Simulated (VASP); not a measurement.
Runs of VASP 6.6.1 on BPt2. The structure is that of space group P6_3/mmc (No. 194), or close to it. The cells are those of the table. 

| cell | gap on the mesh (eV) | pressure (GPa) | largest force (eV/Å) |
| --- | --- | --- | --- |
| a = 2.806, b = 2.806, c = 9.925 Å, angles 90.0, 90.0, 120.0°, 6 atoms | none | (b) | 1.48 |
| a = 3.004, b = 3.004, c = 10.626 Å, angles 90.0, 90.0, 120.0°, 6 atoms | none | -24.3 | 0.67 |
| a = 2.889, b = 2.889, c = 10.217 Å, angles 90.0, 90.0, 120.0°, 6 atoms | none | 2.4 | 0.45 |
| a = 2.967, b = 2.967, c = 10.494 Å, angles 90.0, 90.0, 120.0°, 6 atoms | none | -17.5 | 0.34 |
| a = 2.928, b = 2.928, c = 10.357 Å, angles 90.0, 90.0, 120.0°, 6 atoms | none | (a) | 0.03 |
| a = 2.848, b = 2.848, c = 10.073 Å, angles 90.0, 90.0, 120.0°, 6 atoms | none | 16.7 | 0.93 |
| a = 3.041, b = 3.041, c = 10.756 Å, angles 90.0, 90.0, 120.0°, 6 atoms | none | -29.6 | 0.95 |

Alike in all rows: task single point; level LDA; potentials or basis VASP PAW LDA potentials, release 64 (B, Pt); no spin polarisation; k mesh 9 × 9 × 3; cutoff (eV) 520; smearing methfessel-paxton 0.1 eV.

Q: Estimate the missing entries.

A: (a) -8.8; (b) 34.9.

Caveats: spin-orbit coupling is left out, which moves the levels of the heavy elements; the cell stands under tension (at least some runs); the cell stands under pressure (at least some runs); forces of over 1 eV/Å act on the atoms, so gaps and moduli don't describe the material at rest (at least some runs).

A k mesh can miss the band edges, and the runs leave out spin-orbit coupling on Pt.

A gap of «none» marks levels without a gap at the run's occupations.
